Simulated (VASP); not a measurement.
Set up this calculation in VASP 6.6.1, as the native input.

| Item | Value |
| --- | --- |
| Task | single point |
| Functional | HSE06 |
| Potentials or basis | VASP PAW PBE potentials, release 64 (Ta_pv) |
| Cutoff | 520 eV |
| k mesh | 8 × 8 × 4 |
| Occupations | gaussian, width 0.05 eV |
| Spin | no spin polarisation |
| Dipole correction | no |
| Grid for exact exchange (PRECFOCK) | Normal |
| Further INCAR settings | ALGO = Normal; EDIFF = 1e-06; NBANDS = 18 |
| Screening parameter | 0.2079 1/Å |

Ta:

```
CELL_PARAMETERS angstrom
2.87379 0.00000 0.00000
-1.43690 2.48878 0.00000
0.00000 0.00000 5.13627
ATOMIC_POSITIONS crystal
Ta 0.33333 0.66667 0.75000
Ta 0.66667 0.33333 0.25000
```

One way to write it, as run:

POSCAR

```
Ta
1.0
    2.8737910947      0.0000000000      0.0000000000
   -1.4368955473      2.4887760932      0.0000000000
    0.0000000000      0.0000000000      5.1362660301
Ta
2
Direct
    0.3333333333      0.6666666667      0.7500000000
    0.6666666667      0.3333333333      0.2500000000
```

INCAR.step1

```
SYSTEM = Ta
PREC = Accurate
ENCUT = 520
EDIFF = 1E-5
ISMEAR = 0
SIGMA = 0.05
LREAL = .False.
LASPH = .True.
NELM = 100
ALGO = Normal
ISIF = 2
LWAVE = .True.
GGA = PE
NBANDS = 18
```

INCAR.step2

```
SYSTEM = Ta
PREC = Accurate
ENCUT = 520
EDIFF = 1E-6
ISMEAR = 0
SIGMA = 0.05
LREAL = .False.
LASPH = .True.
NELM = 100
ALGO = Normal
ISIF = 2
LWAVE = .False.
LCHARG = .True.
GGA = PE
LHFCALC = .True.
HFSCREEN = 0.2079
PRECFOCK = Normal
LELF = .True.
LVHAR = .True.
ISTART = 1
NBANDS = 18
```

KPOINTS

```
regular mesh
0
Gamma
  8 8 4
  0 0 0
```

Potentials or basis: VASP PAW PBE potentials, release 64 (Ta_pv).

Command:

```bash
$ cat potpaw_PBE.64/Ta_pv/POTCAR > POTCAR
$ cp INCAR.step1 INCAR
$ mpirun -np 1 vasp_std > vasp.out
$ cp INCAR.step2 INCAR
$ mpirun -np 1 vasp_std > vasp.out
```

Results of the run:

```
Pressure               : 0.1 GPa
Band gap on the k mesh : zero (band 11 reaches 7.22 eV, above the bottom of band 12 at 4.70 eV)
```

Caveat: the PAW data sets were made with another functional, which shifts forces and pressure a little; spin-orbit coupling is left out, which moves the levels of the heavy elements.

Run time: 59 min on 1 thread of Intel(R) Xeon(R) 6975P-C (Granite Rapids) (shared host), peak memory 0.28 GiB.
